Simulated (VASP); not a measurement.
Here is a VASP 6.6.1 calculation.

Contents of POSCAR:

```
Mg2Sn
1.0
    0.0000000000      3.3799352826      3.3799352826
    3.3799352826      0.0000000000      3.3799352826
    3.3799352826      3.3799352826      0.0000000000
Sn Mg
1 2
Direct
    0.0000000000      0.0000000000      0.0000000000
    0.2500000000      0.2500000000      0.2500000000
    0.7500000000      0.7500000000      0.7500000000
```

File INCAR.step1:

```
SYSTEM = Mg2Sn
ALGO = Normal
EDIFF = 1E-5
ENCUT = 520
GGA = PE
GGA_COMPAT = .False.
ISIF = 2
ISMEAR = -1
LASPH = .True.
LCHARG = .False.
LREAL = .False.
LWAVE = .True.
NBANDS = 16
NELM = 120
PREC = Accurate
SIGMA = 0.02
```

The input INCAR.step2:

```
SYSTEM = Mg2Sn
ALGO = Normal
EDIFF = 1E-6
ENCUT = 520
GGA = PE
GGA_COMPAT = .False.
HFSCREEN = 0.2079
ISIF = 2
ISMEAR = -1
ISTART = 1
LASPH = .True.
LCHARG = .False.
LHFCALC = .True.
LREAL = .False.
LWAVE = .False.
NBANDS = 16
NELM = 120
PREC = Accurate
PRECFOCK = Normal
SIGMA = 0.02
```

File KPOINTS:

```
k-points
0
Gamma
  4 4 4
  0 0 0
```

Potentials or basis: VASP PAW PBE potentials, release 64 (Sn_d, Mg).

The run is started by

```bash
$ cat potpaw_PBE.64/Sn_d/POTCAR potpaw_PBE.64/Mg/POTCAR > POTCAR
$ cp INCAR.step1 INCAR
$ mpirun -np 1 vasp_std > vasp.out
$ cp INCAR.step2 INCAR
$ mpirun -np 1 vasp_std > vasp.out
```

Question: Predict the pressure.

Answer: -0.1 GPa.

Caveat: the k points lie up to 0.40 Å⁻¹ apart; the PAW data sets were made with another functional, which shifts forces and pressure a little.
